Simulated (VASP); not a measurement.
Here is a VASP 6.6.1 calculation.

File INCAR:

```
  PREC = Accurate
  ENCUT = 500
  EDIFF = 1E-6
  ISMEAR = 1
  SIGMA = 0.05
  LREAL = F
  LASPH = T
  NELM = 120
  ALGO = Normal
  ISIF = 2
  LWAVE = F
  LCHARG = T
  GGA = PS
  LELF = T
  LVHAR = T
  NBANDS = 16
  GGA_COMPAT = F
```

KPOINTS

```
regular mesh
0
Gamma
  6 6 6
```

Contents of POSCAR:

```
GaSb
1.0
   -2.7534340000      2.7534340000      1.5907070000
    2.7534340000     -2.7534340000      1.5907070000
    2.7534340000      2.7534340000     -1.5907070000
Ga Sb
1 1
Direct
    0.2500000000      0.7500000000      0.5000000000
    0.0000000000      0.0000000000      0.0000000000
```

Potentials or basis: VASP PAW PBE potentials, release 64 (Ga_d, Sb).

Command:

```sh
$ cat potpaw_PBE.64/Ga_d/POTCAR potpaw_PBE.64/Sb/POTCAR > POTCAR
$ mpirun -np 1 vasp_std > vasp.out
```

Q: Estimate the band gap on the k mesh.

A: Zero (band 9 reaches 8.21 eV, above the bottom of band 10 at 3.39 eV).

Q: What does it give for the pressure?

A: -2.7 GPa.

Stress tensor (GPa, compression positive):
```
-1.68  0.00  0.00
 0.00 -1.68  0.00
 0.00  0.00 -4.67
```

Caveat: the k points lie up to 0.38 Å⁻¹ apart; the PAW data sets were made with another functional, which shifts forces and pressure a little; spin-orbit coupling is left out, which moves the levels of the heavy elements.
